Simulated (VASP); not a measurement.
A run of VASP 6.6.1 is set up as follows.

Contents of INCAR:

```
SYSTEM = AlGa3As4
PREC = Accurate
ENCUT = 520
EDIFF = 1E-6
ISMEAR = 0
SIGMA = 0.1
LREAL = Auto
LASPH = .TRUE.
NELM = 100
ALGO = Normal
ISIF = 2
LWAVE = .FALSE.
LCHARG = .FALSE.
GGA = PE
NBANDS = 76
ISYM = 0
```

Contents of KPOINTS:

```
Automatic mesh
0
Gamma
  2 2 2
  0.5 0.5 0.5
```

The input POSCAR:

```
AlGa3As4
1.0
   -5.7047277236      5.7026021406     -0.0724631209
   -5.7056565661     -0.0733919635      5.7055169483
    0.0720708824      5.7022099020      5.7041958672
Al Ga As
2 6 8
Direct
    1.0013378570      1.0014211920      0.5009440009
    0.0014370082      0.5013932342      0.5008551626
    0.0007657246      0.9984541746      0.0014921948
    0.5011523598      0.9993769093      0.0008191717
    0.0006016987      0.4985700947      1.0014869233
    0.5012885517      0.4992193024      0.0007998834
    0.5019606161      0.9985115697      0.5002704204
    0.5019258376      0.4985627117      0.5002731122
    0.8765169513      0.8743143617      0.3760914920
    0.3746762897      0.8731568407      0.3750527460
    0.8764923326      0.3743520996      0.3760650841
    0.8753685802      0.8731845493      0.8743229062
    0.3747905332      0.3730868832      0.3750218847
    0.3753880135      0.8734234111      0.8749042798
    0.8755024800      0.3730711127      0.8742192654
    0.3752175158      0.3735689433      0.8748904695
```

Potentials or basis: VASP PAW PBE potentials, release 64 (Al, Ga_d, As).

Run with:

```console
$ cat potpaw_PBE.64/Al/POTCAR potpaw_PBE.64/Ga_d/POTCAR potpaw_PBE.64/As/POTCAR > POTCAR
$ mpirun -np 1 vasp_std > vasp.out
```

**Question.** Estimate the pressure.

**Answer.** 0.2 GPa.

**Question.** Predict the largest force.

**Answer.** 0.012 eV/Å.

**Question.** Predict the band gap on the k mesh.

**Answer.** 1.30 eV.

Forces in eV/Å, atoms in the order of the input:
```
Al   0.001  0.004 -0.001
Al   0.001  0.005 -0.001
Ga   0.000 -0.001 -0.002
Ga   0.003 -0.002 -0.005
Ga   0.000 -0.002 -0.003
Ga   0.003 -0.003 -0.004
Ga   0.003 -0.001 -0.001
Ga   0.002 -0.002 -0.001
As   0.008 -0.002 -0.008
As  -0.003  0.002  0.008
As   0.010 -0.001 -0.007
As  -0.008  0.000  0.001
As  -0.003  0.000  0.010
As  -0.004  0.000  0.005
As  -0.008  0.000  0.005
As  -0.005  0.004  0.005
```

Caveat: a shifted mesh leaves out Γ, where band edges can lie. A k mesh can miss the band edges.
